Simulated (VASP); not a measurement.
# BaGe3F2 (R-3m) in VASP: further runs, part 2 of 2

VASP 6.6.1.

### 3 Single point, PBE

This run uses another cell than the first one, of 16.12 Å³/atom.

Contents of INCAR:

```
  PREC = Accurate
  ENCUT = 520
  EDIFF = 1E-6
  ISMEAR = 0
  SIGMA = 0.1
  LREAL = F
  LASPH = T
  NELM = 100
  ALGO = Normal
  ISIF = 2
  LWAVE = F
  LCHARG = T
  GGA = PE
  LELF = T
  LVHAR = T
  NBANDS = 42
```

Contents of KPOINTS:

```
Automatic mesh
0
Gamma
  4 4 4
```

Contents of POSCAR:

```
BaGe3F2
1.0
    3.2455374200      1.8738119000      2.6499702100
   -3.2455374200      1.8738119000      2.6499702100
    0.0000000000     -3.7476238000      2.6499702100
Ba Ge F
1 3 2
Direct
    0.0000000000      0.0000000000      0.0000000000
    0.5000000000      0.5000000000      0.0000000000
    0.5000000000      0.0000000000      0.5000000000
    0.0000000000      0.5000000000      0.5000000000
    0.7500000000      0.7500000000      0.7500000000
    0.2500000000      0.2500000000      0.2500000000
```

Potentials or basis: VASP PAW PBE potentials, release 64 (Ba_sv, Ge_d, F).

On the command line:

```
> cat potpaw_PBE.64/Ba_sv/POTCAR potpaw_PBE.64/Ge_d/POTCAR potpaw_PBE.64/F/POTCAR > POTCAR
> mpirun -np 1 vasp_std > vasp.out
```

Wall time 91 s (1 thread of AMD EPYC 7R43 (Zen 3), shared host); peak memory 0.19 GiB.

The run converged. Its results:

```yaml
Free_energy: -16.7562 eV
Pressure: 54.5 GPa
Largest_force: 8.768 eV/Å
Band_gap_on_the_k_mesh: zero (bands 33 and 34 overlap by 1.13 eV)
```

Forces on the atoms (eV/Å):
```
Ba   0.000  0.000  0.000
Ge   0.000  0.000  0.000
Ge   0.000  0.000  0.000
Ge   0.000  0.000  0.000
F    0.000  0.000 -8.768
F    0.000  0.000  8.768
```

Stress tensor (GPa, compression positive):
```
38.96  0.00  0.00
 0.00 38.96  0.00
 0.00  0.00 85.58
```

Levels at points of the mesh, in eV from the Fermi level:
```
           k point  band 30  band 31  band 32  band 33  band 34  band 35  band 36  band 37
(0.00, 0.00, 0.00)    -3.55    -2.33    -2.33     1.15     2.38     2.38     2.63     2.96
(0.50, 0.00, 0.00)    -3.72    -2.81    -0.83    -0.45     0.38     0.70     2.10     3.93
(0.50, 0.50, 0.00)    -3.80    -3.03    -0.56    -0.21     0.45     0.54     2.64     3.38
(0.50, 0.50, 0.50)    -5.24    -3.52    -1.11    -1.11     1.36     4.30     4.30     4.33
```

Caveat: the cell stands under pressure; spin-orbit coupling is left out, which moves the levels of the heavy elements; forces of over 1 eV/Å act on the atoms, so gaps and moduli don't describe the material at rest.

### 4 Single point, PBE

Contents of INCAR:

```
PREC     = Accurate       # precision mode
ENCUT    = 520            # plane-wave cutoff, eV
EDIFF    = 1E-7           # SCF threshold, eV
ISMEAR   = 0              # smearing method
SIGMA    = 0.1            # smearing width, eV
LREAL    = F              # projectors in reciprocal space
LASPH    = T              # aspherical terms in the spheres
NELM     = 100            # most SCF steps
ALGO     = Normal         # electronic algorithm
ISIF     = 2              # what is computed and relaxed
LWAVE    = F              # write WAVECAR
LCHARG   = F              # write CHGCAR
GGA      = PE             # functional
NBANDS   = 42             # bands
```

KPOINTS is that of step 3.

Contents of POSCAR:

```
BaGe3F2
1.0
    3.8676076670      2.2329643276      2.6428281890
   -3.8676076670      2.2329643276      2.6428281890
    0.0000000000     -4.4659286553      2.6428281890
Ba Ge F
1 3 2
Direct
    0.0000000000      0.0000000000      0.0000000000
    0.5000000000      0.5000000000      0.0000000000
    0.5000000000      0.0000000000      0.5000000000
    0.0000000000      0.5000000000      0.5000000000
    0.6730359719      0.6730359719      0.6730359719
    0.3269640281      0.3269640281      0.3269640281
```

On the command line:

```
> cat potpaw_PBE.64/Ba_sv/POTCAR potpaw_PBE.64/Ge_d/POTCAR potpaw_PBE.64/F/POTCAR > POTCAR
> mpirun -np 1 vasp_std > vasp.out
```

It took 1.9 min on 1 thread of AMD EPYC 7R43 (Zen 3), shared host; peak memory 0.24 GiB.

Results (log left out):

* Free energy: -24.4782 eV
* Pressure: 0.4 GPa
* Largest force: 0.106 eV/Å
* Band gap on the k mesh: zero (bands 33 and 34 overlap by 0.11 eV)

Forces on the atoms (eV/Å):
```
Ba   0.000  0.000  0.000
Ge   0.000  0.000  0.000
Ge   0.000  0.000  0.000
Ge   0.000  0.000  0.000
F    0.000  0.000 -0.106
F    0.000  0.000  0.106
```

Stress tensor (GPa, compression positive):
```
0.17 0.00 0.00
0.00 0.17 0.00
0.00 0.00 0.72
```

Levels at points of the mesh, in eV from the Fermi level:
| k point | band 30 | band 31 | band 32 | band 33 | band 34 | band 35 | band 36 | band 37 |
| --- | --- | --- | --- | --- | --- | --- | --- | --- |
| (0.00, 0.00, 0.00) | -4.17 | -1.74 | -1.74 | -0.03 | 1.03 | 1.75 | 1.75 | 2.41 |
| (0.50, 0.00, 0.00) | -4.36 | -1.98 | -0.72 | -0.61 | 0.45 | 0.54 | 0.91 | 2.85 |
| (0.50, 0.50, 0.00) | -4.53 | -2.38 | -0.61 | -0.15 | 0.28 | 0.55 | 1.37 | 2.41 |
| (0.50, 0.50, 0.50) | -4.61 | -1.82 | -1.82 | -1.49 | 0.42 | 2.75 | 3.04 | 3.04 |

Caveat: spin-orbit coupling is left out, which moves the levels of the heavy elements.

### 5 Relaxation of cell and atoms, PBE

This run uses another cell than the first one, of 16.12 Å³/atom.

Contents of INCAR:

```
SYSTEM = BaGe3F2
  ALGO = Normal
  EDIFF = 1E-6
  EDIFFG = -0.04
  ENCUT = 600
  GGA = PE
  IBRION = 2
  ISIF = 3
  ISMEAR = 0
  LASPH = .TRUE.
  LCHARG = .FALSE.
  LREAL = .FALSE.
  LWAVE = .FALSE.
  NELM = 100
  NSW = 90
  PREC = Accurate
  SIGMA = 0.1
```

Contents of KPOINTS:

```
k-points
0
G
  4 4 4
  0 0 0
```

Contents of POSCAR:

```
BaGe3F2
1.0
    3.2455374200      1.8738119000      2.6499702100
   -3.2455374200      1.8738119000      2.6499702100
    0.0000000000     -3.7476238000      2.6499702100
Ba Ge F
1 3 2
Direct
    0.0000000000      0.0000000000      0.0000000000
    0.5000000000      0.5000000000      0.0000000000
    0.5000000000      0.0000000000      0.5000000000
    0.0000000000      0.5000000000      0.5000000000
    0.7500000000      0.7500000000      0.7500000000
    0.2500000000      0.2500000000      0.2500000000
```

On the command line:

```
> cat potpaw_PBE.64/Ba_sv/POTCAR potpaw_PBE.64/Ge_d/POTCAR potpaw_PBE.64/F/POTCAR > POTCAR
> mpirun -np 1 vasp_std > vasp.out
```

It took 27 min on 1 thread of AMD EPYC 7R43 (Zen 3), shared host; peak memory 0.27 GiB.

Results (log left out):

- Free energy: -24.3975 eV
- Relaxed volume: 22.67 Å³/atom
- Relaxed cell: a = 5.170 Å, b = 5.170 Å, c = 5.170 Å, α = 95.72°, β = 95.72°, γ = 95.72°
- Space group after relaxing (to 0.1 Å): R-3m (No. 166)
- Energy gained by relaxing: 1272.1 meV/atom
- Ionic steps: 24
- Pressure after relaxing: 0.0 GPa
- Largest force after relaxing: 0.011 eV/Å
- Band gap on the k mesh: zero (bands 33 and 34 overlap by 0.10 eV)

Forces on the atoms (eV/Å):
```
Ba   0.000  0.000  0.000
Ge   0.000  0.000  0.000
Ge   0.000  0.000  0.000
Ge   0.000  0.000  0.000
F    0.000  0.000 -0.011
F    0.000  0.000  0.011
```

Stress tensor (GPa, compression positive):
```
 0.09  0.00  0.00
 0.00  0.09  0.00
 0.00  0.00 -0.26
```

The path:
```csv
step,energy change (eV),largest force (eV/Å),pressure (GPa),volume (Å³)
1,0.0000,8.7635,54.48,96.70
2,-4.7846,0.3989,-8.32,193.44
3,-6.6986,0.7022,3.34,140.34
4,-7.1425,0.1498,-1.48,151.52
5,-7.1557,0.0465,-2.29,154.08
6,-7.2595,0.3694,-0.70,148.30
7,-7.2660,0.5261,-0.20,146.69
8,-7.2927,0.4953,0.04,145.42
9,-7.3652,0.4363,0.67,141.65
10,-7.4683,0.3191,2.29,134.22
11,-7.2789,0.3689,7.13,119.91
12,-7.4692,0.3549,3.08,131.99
13,-7.4741,0.2904,3.85,129.05
14,-7.4822,0.2749,3.78,128.98
15,-7.5042,0.2217,3.63,128.76
16,-7.5363,0.0909,3.35,128.30
17,-7.5318,0.3350,2.97,127.34
18,-7.5479,0.0411,3.21,127.91
19,-7.5655,0.0370,2.77,128.82
20,-7.6051,0.0280,1.64,131.57
21,-7.6283,0.0215,-0.37,137.18
22,-7.6294,0.0222,-0.08,136.28
23,-7.6304,0.0142,-0.12,136.21
24,-7.6324,0.0114,-0.03,135.99
```

Final structure:
```cif
data_structure
_symmetry_space_group_name_H-M 'P 1'
_symmetry_Int_Tables_number 1
_cell_length_a 5.1702
_cell_length_b 5.1702
_cell_length_c 5.1702
_cell_angle_alpha 95.715
_cell_angle_beta 95.715
_cell_angle_gamma 95.715
_cell_volume 135.99
loop_
_atom_site_label
_atom_site_type_symbol
_atom_site_fract_x
_atom_site_fract_y
_atom_site_fract_z
_atom_site_occupancy
Ba1 Ba 0.00000 0.00000 0.00000 1
Ge1 Ge 0.50000 0.50000 0.00000 1
Ge2 Ge 0.50000 0.00000 0.50000 1
Ge3 Ge 0.00000 0.50000 0.50000 1
F1 F 0.67171 0.67171 0.67171 1
F2 F 0.32829 0.32829 0.32829 1
```

Levels at points of the mesh, in eV from the Fermi level:
| k point | band 31 | band 32 | band 33 | band 34 | band 35 | band 36 |
| --- | --- | --- | --- | --- | --- | --- |
| (0.00, 0.00, 0.00) | -1.74 | -1.74 | 0.05 | 1.09 | 1.76 | 1.76 |
| (0.50, 0.00, 0.00) | -1.98 | -0.73 | -0.66 | 0.44 | 0.55 | 0.91 |
| (0.50, 0.50, 0.00) | -2.39 | -0.61 | -0.16 | 0.26 | 0.50 | 1.44 |
| (0.50, 0.50, 0.50) | -1.80 | -1.80 | -1.50 | 0.45 | 2.78 | 3.05 |

Caveat: the volume moved by over 15 % at a fixed basis, so the end points are rough; spin-orbit coupling is left out, which moves the levels of the heavy elements.

### 6 The runs side by side

```csv
task,cell,k mesh,cutoff (eV),gap on the mesh (eV),pressure (GPa),largest force (eV/Å)
single point,"a = 5.193 Å, angles 96.6°, 6 atoms, atomic positions A",9 × 9 × 9,520,none,0.3,0.12
single point,"a = 4.590 Å, 6 atoms, atomic positions B",4 × 4 × 4,520,none,54.5,8.77
single point,"a = 5.189 Å, angles 96.4°, 6 atoms, atomic positions A",4 × 4 × 4,520,none,0.4,0.11
relaxation of cell and atoms,"relaxed from a = 4.590 Å, 6 atoms, atomic positions B",4 × 4 × 4,600,none,0.0,0.01
```

Alike in all rows: level PBE; potentials or basis VASP PAW PBE potentials, release 64 (Ba_sv, Ge_d, F); no spin polarisation; smearing gaussian 0.1 eV.

Caveats: spin-orbit coupling is left out, which moves the levels of the heavy elements; the cell stands under pressure (at least some runs); forces of over 1 eV/Å act on the atoms, so gaps and moduli don't describe the material at rest (at least some runs); the volume moved by over 15 % at a fixed basis, so the end points are rough (at least some runs).

Absolute energies hang on the potentials; compare differences alone.
